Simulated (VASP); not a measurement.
Input of a VASP 6.6.1 run:

The input INCAR:

```
SYSTEM = AlN
PREC = Accurate
ENCUT = 520
EDIFF = 1E-6
ISMEAR = 0
SIGMA = 0.05
LREAL = .False.
LASPH = .True.
NELM = 100
ALGO = Normal
ISIF = 2
LWAVE = .False.
LCHARG = .False.
GGA = PE
NBANDS = 26
```

File KPOINTS:

```
Automatic mesh
0
Gamma
  8 6 4
  0 0 0
```

File POSCAR:

```
AlN
1.0
   -3.1302395625      0.0000000000      0.0000000000
    0.0000000000      0.0000000000     -5.0179796543
    0.0000000000     -5.4217339621      0.0000000000
Al N
4 4
Direct
    0.5119799138      0.9982712825      0.1666666667
   -0.0119799138      0.9982712825      0.6666666667
    0.0119799138      0.4982712825      0.3333333333
    0.4880200862      0.4982712825      0.8333333333
    0.5108196006      0.6167287175      0.1666666667
   -0.0108196006      0.6167287175      0.6666666667
    0.0108196006      0.1167287175      0.3333333333
    0.4891803994      0.1167287175      0.8333333333
```

Potentials or basis: VASP PAW PBE potentials, release 64 (Al, N).

Launch:

```sh
$ cat potpaw_PBE.64/Al/POTCAR potpaw_PBE.64/N/POTCAR > POTCAR
$ mpirun -np 1 vasp_std > vasp.out
```

Predict the pressure.

-0.3 GPa.

Estimate the largest force.

0.187 eV/Å.

What does it give for the band gap on the k mesh?

4.04 eV.

Stress tensor (GPa, compression positive):
```
-0.40  0.00  0.00
 0.00 -0.26  0.00
 0.00  0.00 -0.27
```

Caveat: the cell differs from its parent crystal (mode 4 (223.6 1/cm) frozen in, largest displacement +0.037 Å).
